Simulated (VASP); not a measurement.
# Hg (Im-3m) in VASP: notebook

The runs below take Hg through single point, relaxation of cell and atoms, with PBEsol.

Program: VASP 6.6.1. These are calculated values, not measurements. Logs are shortened: lines on timing, memory, paths and dates and some standing lists are left out, and cuts for length are marked.

## Step 1: The cell of the first run

Symmetry: Im-3m, No. 229, cubic system. Conventional cell: a = 3.349 Å, b = 3.349 Å, c = 3.349 Å, α = 90.00°, β = 90.00°, γ = 90.00°. Hg (site symmetry m-3m) has 14 Hg at 2.90 to 3.35 Å within 3.8 Å.

## Step 2: Single point, PBEsol

The input, INCAR:

```
  PREC = Accurate
  ENCUT = 500
  EDIFF = 1E-6
  ISMEAR = -1
  SIGMA = 0.1
  LREAL = False
  LASPH = True
  NELM = 120
  ALGO = Normal
  ISIF = 2
  LWAVE = False
  LCHARG = True
  GGA = PS
  LELF = True
  LVHAR = True
  NBANDS = 12
  GGA_COMPAT = False
```

The input, KPOINTS:

```
regular mesh
0
Gamma
  10 10 10
```

The input, POSCAR:

```
Hg
1.0
   -1.6744192619      1.6744192619      1.6744192619
    1.6744192619     -1.6744192619      1.6744192619
    1.6744192619      1.6744192619     -1.6744192619
Hg
1
Direct
    0.0000000000      0.0000000000      0.0000000000
```

Potentials or basis: VASP PAW PBE potentials, release 64 (Hg).

The run is started by

```bash
$ cat potpaw_PBE.64/Hg/POTCAR > POTCAR
$ mpirun -np 1 vasp_std > vasp.out
```

OUTCAR:

```text
PREC = Accurate
   ENCUT = 500
   EDIFF = 1E-6
   ISMEAR = -1
   LREAL = False
   LASPH = True
   NELM = 120
   ISIF = 2
   GGA = PS

 ion  position               nearest neighbor table
   1  0.000  0.000  0.000-

  LATTYP: Found a body centered cubic cell.
 ALAT       =     3.3488385238

  Lattice vectors:

 A1 = (  -1.6744192619,   1.6744192619,   1.6744192619)
 A2 = (   1.6744192619,  -1.6744192619,   1.6744192619)
 A3 = (   1.6744192619,   1.6744192619,  -1.6744192619)

Analysis of symmetry for initial positions (statically):
=====================================================================
 Subroutine PRICEL returns:
 Original cell was already a primitive cell.

 Routine SETGRP: Setting up the symmetry group for a
 body centered cubic supercell.

 Subroutine GETGRP returns: Found 48 space group operations
 (whereof 48 operations were pure point group operations)
 out of a pool of 48 trial point group operations.

The static configuration has the point symmetry O_h .

Analysis of symmetry for dynamics (positions and initial velocities):
=====================================================================
 Subroutine PRICEL returns:
 Original cell was already a primitive cell.

 Routine SETGRP: Setting up the symmetry group for a
 body centered cubic supercell.

 Subroutine GETGRP returns: Found 48 space group operations
 (whereof 48 operations were pure point group operations)
 out of a pool of 48 trial point group operations.

The dynamic configuration has the point symmetry O_h .

 Subroutine INISYM returns: Found 48 space group operations
 (whereof 48 operations are pure point group operations),
 and found     1 'primitive' translations

----------------------------------------------------------------------------------------

                                     Primitive cell

  volume of cell :      18.7781

  direct lattice vectors                    reciprocal lattice vectors
    -1.674419262  1.674419262  1.674419262     0.000000000  0.298610994  0.298610994
     1.674419262 -1.674419262  1.674419262     0.298610994  0.000000000  0.298610994
     1.674419262  1.674419262 -1.674419262     0.298610994  0.298610994  0.000000000

  length of vectors
     2.900179235  2.900179235  2.900179235     0.422299717  0.422299717  0.422299717

  position of ions in fractional coordinates (direct lattice)
     0.000000000  0.000000000  0.000000000
[... 81 lines left out ...]
   NFREE  =      0    steps in history (QN), initial steepest desc. (CG)
   ISIF   =      2    stress and relaxation
   ISYM   =      2    0-nonsym 1-usesym 2-fastsym
   POTIM  = 0.5000    time-step for ionic-motion
   TEBEG  =    0.0;   TEEND  =   0.0 temperature during run
   PSTRESS=    0.0 pullay stress
   NELECT =      12.0000    total number of electrons
   NUPDOWN=      -1.0000    fix difference up-down
   EMIN   =  10.00;   EMAX   =-10.00  energy-range for DOS
   EFERMI =   0.00;   METHOD = LEGACY
   ISMEAR =    -1;   SIGMA  =   0.10  broadening in eV -4-tet -1-fermi 0-gaus
   EFERMI_NEDOS =   21; number of points for ismear=-14 and -15
   IALGO  =     38    algorithm
   IMIX   =      4    mixing-type and parameters
     AMIX     =   0.40;   BMIX     =  1.00
     AMIX_MAG =   1.60;   BMIX_MAG =  1.00
  volume/ion in A,a.u.               =      18.78       126.72
  Fermi-wavevector in a.u.,A,eV,Ry     =   1.410104  2.664710 27.053720  1.988392
  Thomas-Fermi vector in A             =   2.532092
   LORBIT       =      0    0 simple, 1 ext, 2 COOP (PROOUT), +10 PAW based schemes
   GGA     = PS    functional components
   LHFCALC =     F    Hartree Fock is set to
   AEXX    =    0.0000 exact exchange contribution
   IVDW    =     0    specifies the selected vdW correction
   LEPSILON=     F    determine dielectric tensor
   LRPA    =     F    only Hartree local field effects (RPA)
 non-spin polarized calculation
  energy-cutoff  :      500.00
  volume of cell :       18.78
 maximum number of plane-waves:       490
 NGX is ok and might be reduce to    24
   NGX = 11   NGY = 11   NGZ = 11

 number of electron      11.9999998 magnetization

 Free energy of the ion-electron system (eV)
  ---------------------------------------------------
  ext. energy  EPLUGINS =         0.00000000
  ---------------------------------------------------
  free energy    TOTEN  =        -0.29897832 eV

  energy without entropy =       -0.29234097  energy(sigma->0) =       -0.29565965

 E-fermi :   4.7740     XC(G=0): -12.3409

 val. band max:        4.6692895637   @ k =  -0.4000  -0.4000   0.1000
 cond. band min:       5.1050686786   @ k =  -0.4000   0.5000   0.3000
 fundamental gap:      0.4357791149
 Fermi energy:         4.7740440372

 k-point     1 :       0.0000    0.0000    0.0000
  band No.  band energies     occupation
      1      -6.5486      2.00000
      2      -3.3662      2.00000
      3      -3.3662      2.00000
      4      -3.3662      2.00000
      5      -1.9742      2.00000
      6      -1.9742      2.00000
      7      20.4566      0.00000
      8      20.4566      0.00000
      9      20.4566      0.00000
     10      24.4861      0.00000
     11      24.4861      0.00000
     12      24.4861      0.00000
[... 331 lines left out ...]
 k-point    24 :      -0.3000    0.3000    0.1000
  band No.  band energies     occupation
      1      -4.5049      2.00000
      2      -3.6623      2.00000
      3      -2.7878      2.00000
      4      -2.3017      2.00000
      5      -1.9332      2.00000
      6      -1.3880      2.00000
      7      11.3511      0.00000
      8      16.5892      0.00000
      9      16.8904      0.00000
     10      21.8947      0.00000
     11      23.2698      0.00000
     12      23.3547      0.00000

 [... further k-points ...]

------------------------ aborting loop because EDIFF is reached ----------------------------------------

  FORCE on cell =-STRESS in cart. coord.  units (eV):
  Direction    XX          YY          ZZ          XY          YZ          ZX
  --------------------------------------------------------------------------------------
  -------------------------------------------------------------------------------------
  Total        2.4901929      2.4901929      2.4901929     -0.0000000     -0.0000000      0.0000000
  in kB      212.4667404    212.4667404    212.4667404     -0.0000000     -0.0000000      0.0000000
  external PRESSURE =     212.4667404 kB  Pullay stress =       0.0000000 kB

 VOLUME and BASIS-vectors are now :
 -----------------------------------------------------------------------------
  energy-cutoff  :      500.00
  volume of cell :       18.78
      direct lattice vectors                 reciprocal lattice vectors
    -1.674419262  1.674419262  1.674419262     0.000000000  0.298610994  0.298610994
     1.674419262 -1.674419262  1.674419262     0.298610994  0.000000000  0.298610994
     1.674419262  1.674419262 -1.674419262     0.298610994  0.298610994  0.000000000

 POSITION                                       TOTAL-FORCE (eV/Angst)
 -----------------------------------------------------------------------------------
      0.00000      0.00000      0.00000         0.000000      0.000000      0.000000
 -----------------------------------------------------------------------------------
    total drift:                                0.000000      0.000000      0.000000

  FREE ENERGIE OF THE ION-ELECTRON SYSTEM (eV)
  ---------------------------------------------------
  free  energy   TOTEN  =        -0.2989783194 eV

  energy  without entropy=       -0.2923409736  energy(sigma->0) =       -0.29565965
```

stdout:

```text
POSCAR found type information on POSCAR Hg
 POSCAR found :  1 types and       1 ions
 scaLAPACK will be used
 -----------------------------------------------------------------------------
|                                                                             |
|                                                                             |
|     You enforced a specific xc type in the INCAR file but a different       |
|     I HOPE YOU KNOW WHAT YOU ARE DOING!                                     |
|                                                                             |
 -----------------------------------------------------------------------------

 LDA part: xc-table for (Slater+PW92), standard interpolation
 POSCAR, INCAR and KPOINTS ok, starting setup
 FFT: planning ... GRIDC
 FFT: planning ... GRID_SOFT
 FFT: planning ... GRID
 WAVECAR not read
 entering main loop
```

Run time: 9.5 s. Hardware: 1 thread of Intel Xeon Platinum 8259CL at 2.50GHz (Skylake/Cascade Lake), shared host; peak memory 0.14 GiB.

What came out:

- Free energy: -0.2990 eV
- Pressure: 21.2 GPa
- Band gap on the k mesh: zero (bands 6 and 7 overlap by 4.43 eV)

Levels at points of the mesh, in eV from the Fermi level:
```
           k point  band 3  band 4  band 5  band 6  band 7  band 8  band 9  band 10
(0.00, 0.00, 0.00)   -8.14   -8.14   -6.75   -6.75   15.68   15.68   15.68    19.71
(0.50, 0.00, 0.00)   -6.85   -6.65   -5.70   -2.60   -0.62   10.64   10.83    17.32
(0.50, 0.50, 0.50)   -5.96   -5.96   -5.96    3.80    3.80    3.80    5.19    11.68
```

Caveat: the cell stands under pressure; the PAW data sets were made with another functional, which shifts forces and pressure a little; spin-orbit coupling is left out, which moves the levels of the heavy elements.

## Step 3: Single point, PBEsol

This run uses another cell than the first one, of 23.90 Å³/atom.

The input, INCAR:

```
SYSTEM = Hg
PREC = Accurate
ENCUT = 500
EDIFF = 1E-6
ISMEAR = -1
SIGMA = 0.1
LREAL = .False.
LASPH = .True.
NELM = 120
ALGO = Normal
ISIF = 2
LWAVE = .False.
LCHARG = .True.
GGA = PS
LELF = .True.
LVHAR = .True.
NBANDS = 12
GGA_COMPAT = .False.
```

The input, KPOINTS:

```
Automatic mesh
0
Gamma
  10 10 10
  0 0 0
```

The input, POSCAR:

```
Hg
1.0
   -1.8146303336      1.8146303336      1.8146303336
    1.8146303336     -1.8146303336      1.8146303336
    1.8146303336      1.8146303336     -1.8146303336
Hg
1
Direct
    0.0000000000      0.0000000000      0.0000000000
```

Potentials or basis: VASP PAW PBE potentials, release 64 (Hg).

The run is started by

```bash
$ cat potpaw_PBE.64/Hg/POTCAR > POTCAR
$ mpirun -np 1 vasp_std > vasp.out
```

It took 9.1 s on 1 thread of Intel Xeon Platinum 8259CL at 2.50GHz (Skylake/Cascade Lake), shared host; peak memory 0.14 GiB.

It converged, with:

| Item | Value |
| --- | --- |
| Free energy | -0.5526 eV |
| Pressure | 0.4 GPa |
| Band gap on the k mesh | zero (bands 6 and 7 overlap by 4.42 eV) |

Levels at points of the mesh, in eV from the Fermi level:
| k point | band 4 | band 5 | band 6 | band 7 | band 8 | band 9 |
| --- | --- | --- | --- | --- | --- | --- |
| (0.00, 0.00, 0.00) | -7.03 | -6.14 | -6.14 | 15.09 | 15.09 | 15.09 |
| (0.50, 0.00, 0.00) | -6.10 | -5.50 | -1.37 | -1.26 | 9.41 | 10.08 |
| (0.50, 0.50, 0.50) | -5.66 | -5.66 | 3.16 | 3.81 | 3.81 | 3.81 |

Caveat: the PAW data sets were made with another functional, which shifts forces and pressure a little; spin-orbit coupling is left out, which moves the levels of the heavy elements.

## Step 4: Relaxation of cell and atoms, PBEsol

This run uses another cell than the first one, of 23.33 Å³/atom.

The input, INCAR:

```
SYSTEM = Hg
ALGO = Normal
EDIFF = 1E-7
EDIFFG = -0.03
ENCUT = 500
GGA = PS
GGA_COMPAT = .FALSE.
IBRION = 2
ISIF = 3
ISMEAR = -1
LASPH = .TRUE.
LCHARG = .FALSE.
LREAL = .FALSE.
LWAVE = .FALSE.
NELM = 120
NELMIN = 4
NSW = 60
PREC = Accurate
SIGMA = 0.1
```

The input, KPOINTS:

```
k-points
0
G
  10 10 10
  0 0 0
```

The input, POSCAR:

```
Hg
1.0
   -1.8000000000      1.8000000000      1.8000000000
    1.8000000000     -1.8000000000      1.8000000000
    1.8000000000      1.8000000000     -1.8000000000
Hg
1
Direct
    0.0000000000      0.0000000000      0.0000000000
```

Potentials or basis: VASP PAW PBE potentials, release 64 (Hg).

The run is started by

```bash
$ cat potpaw_PBE.64/Hg/POTCAR > POTCAR
$ mpirun -np 1 vasp_std > vasp.out
```

OUTCAR:

```text
SYSTEM = Hg
   EDIFF = 1E-7
   EDIFFG = -0.03
   ENCUT = 500
   GGA = PS
   IBRION = 2
   ISIF = 3
   ISMEAR = -1
   LASPH = .TRUE.
   LREAL = .FALSE.
   NELM = 120
   NELMIN = 4
   NSW = 60
   PREC = Accurate

 ion  position               nearest neighbor table
   1  0.000  0.000  0.000-

  LATTYP: Found a body centered cubic cell.
 ALAT       =     3.6000000000

  Lattice vectors:

 A1 = (  -1.8000000000,   1.8000000000,   1.8000000000)
 A2 = (   1.8000000000,  -1.8000000000,   1.8000000000)
 A3 = (   1.8000000000,   1.8000000000,  -1.8000000000)

Analysis of symmetry for initial positions (statically):
=====================================================================
 Subroutine PRICEL returns:
 Original cell was already a primitive cell.

 Routine SETGRP: Setting up the symmetry group for a
 body centered cubic supercell.

 Subroutine GETGRP returns: Found 48 space group operations
 (whereof 48 operations were pure point group operations)
 out of a pool of 48 trial point group operations.

The static configuration has the point symmetry O_h .

Analysis of symmetry for dynamics (positions and initial velocities):
=====================================================================
 Subroutine PRICEL returns:
 Original cell was already a primitive cell.

 Routine SETGRP: Setting up the symmetry group for a
 body centered cubic supercell.

 Subroutine GETGRP returns: Found 48 space group operations
 (whereof 48 operations were pure point group operations)
 out of a pool of 48 trial point group operations.

The dynamic configuration has the point symmetry O_h .

 Subroutine INISYM returns: Found 48 space group operations
 (whereof 48 operations are pure point group operations),
[... 124 lines left out ...]
   LRPA    =     F    only Hartree local field effects (RPA)
 conjugate gradient relaxation of ions
 non-spin polarized calculation
  energy-cutoff  :      500.00
  volume of cell :       23.33
 maximum number of plane-waves:       610
   NGX = 11   NGY = 11   NGZ = 11

--------------------------------------- Ionic step        1  -------------------------------------------

 number of electron      11.9999999 magnetization

 Free energy of the ion-electron system (eV)
  ---------------------------------------------------
  ext. energy  EPLUGINS =         0.00000000
  ---------------------------------------------------
  free energy    TOTEN  =        -0.54947371 eV

  energy without entropy =       -0.53751480  energy(sigma->0) =       -0.54349426

------------------------ aborting loop because EDIFF is reached ----------------------------------------

  FORCE on cell =-STRESS in cart. coord.  units (eV):
  Direction    XX          YY          ZZ          XY          YZ          ZX
  --------------------------------------------------------------------------------------
  -------------------------------------------------------------------------------------
  Total        0.1815681      0.1815681      0.1815681      0.0000000      0.0000000     -0.0000000
  in kB       12.4701787     12.4701787     12.4701787      0.0000000      0.0000000     -0.0000000
  external PRESSURE =      12.4701787 kB  Pullay stress =       0.0000000 kB
[... 57 lines left out ...]
--------------------------------------- Ionic step        3  -------------------------------------------

 number of electron      11.9999997 magnetization

 Free energy of the ion-electron system (eV)
  ---------------------------------------------------
  ext. energy  EPLUGINS =         0.00000000
  ---------------------------------------------------
  free energy    TOTEN  =        -0.55262413 eV

  energy without entropy =       -0.54098662  energy(sigma->0) =       -0.54680538

 E-fermi :   2.3513     XC(G=0): -10.9176

 val. band max:        2.3179165361   @ k =   0.5000   0.5000   0.3000
 cond. band min:       2.4147216090   @ k =  -0.4000   0.5000   0.3000
 fundamental gap:      0.0968050730
 Fermi energy:         2.3512663952

 k-point     1 :       0.0000    0.0000    0.0000
  band No.  band energies     occupation
      1      -6.5305      2.00000
      2      -4.6317      2.00000
      3      -4.6317      2.00000
      4      -4.6317      2.00000
      5      -3.7670      2.00000
      6      -3.7670      2.00000
      7      17.4102      0.00000
      8      17.4102      0.00000
      9      17.4102      0.00000
     10      18.3236      0.00000
[... 287 lines left out ...]
 k-point    24 :      -0.3000    0.3000    0.1000
  band No.  band energies     occupation
      1      -5.1585      2.00000
      2      -4.7961      2.00000
      3      -4.1373      2.00000
      4      -3.9104      2.00000
      5      -3.7362      2.00000
      6      -3.0244      2.00000
      7       7.7849      0.00000
      8      12.5370      0.00000
      9      12.9680      0.00000
     10      17.3245      0.00000

 [... further k-points ...]

------------------------ aborting loop because EDIFF is reached ----------------------------------------

  FORCE on cell =-STRESS in cart. coord.  units (eV):
  Direction    XX          YY          ZZ          XY          YZ          ZX
  --------------------------------------------------------------------------------------
  -------------------------------------------------------------------------------------
  Total       -0.0012140     -0.0012140     -0.0012140      0.0000000      0.0000000     -0.0000000
  in kB       -0.0804342     -0.0804342     -0.0804342      0.0000000      0.0000000     -0.0000000
  external PRESSURE =      -0.0804342 kB  Pullay stress =       0.0000000 kB
[... 16 lines left out ...]
  FREE ENERGIE OF THE ION-ELECTRON SYSTEM (eV)
  ---------------------------------------------------
  free  energy   TOTEN  =        -0.5526241346 eV

  energy  without entropy=       -0.5409866161  energy(sigma->0) =       -0.54680538

 reached required accuracy - stopping structural energy minimisation
```

Wall time 16 s (1 thread of Intel Xeon Platinum 8259CL at 2.50GHz (Skylake/Cascade Lake), shared host); peak memory 0.15 GiB.

What came out:

```
Free energy                           : -0.5526 eV
Relaxed volume                        : 24.18 Å³/atom
Relaxed cell                          : a = 3.155 Å, b = 3.155 Å, c = 3.155 Å, α = 109.47°, β = 109.47°, γ = 109.47°
Space group after relaxing (to 0.1 Å) : Im-3m (No. 229)
Energy gained by relaxing             : 3.2 meV/atom
Ionic steps                           : 3
Pressure after relaxing               : 0.0 GPa
Band gap on the k mesh                : zero (bands 6 and 7 overlap by 4.36 eV)
```

Step by step:
```
step  energy change (eV)  largest force (eV/Å)  pressure (GPa)  volume (Å³)
   1              0.0000                0.0000            1.25        23.33
   2             -0.0029                0.0000            0.30        23.95
   3             -0.0032                0.0000           -0.01        24.18
```

Final structure:
```yaml
crystal:
  lattice:
    - [-1.82170, 1.82170, 1.82170]
    - [1.82170, -1.82170, 1.82170]
    - [1.82170, 1.82170, -1.82170]
  atoms:
    - { symbol: Hg, position: [0.00000, 0.00000, 0.00000] }
```

Caveat: the PAW data sets were made with another functional, which shifts forces and pressure a little; spin-orbit coupling is left out, which moves the levels of the heavy elements.

(Part 1 of 2 ends here.)
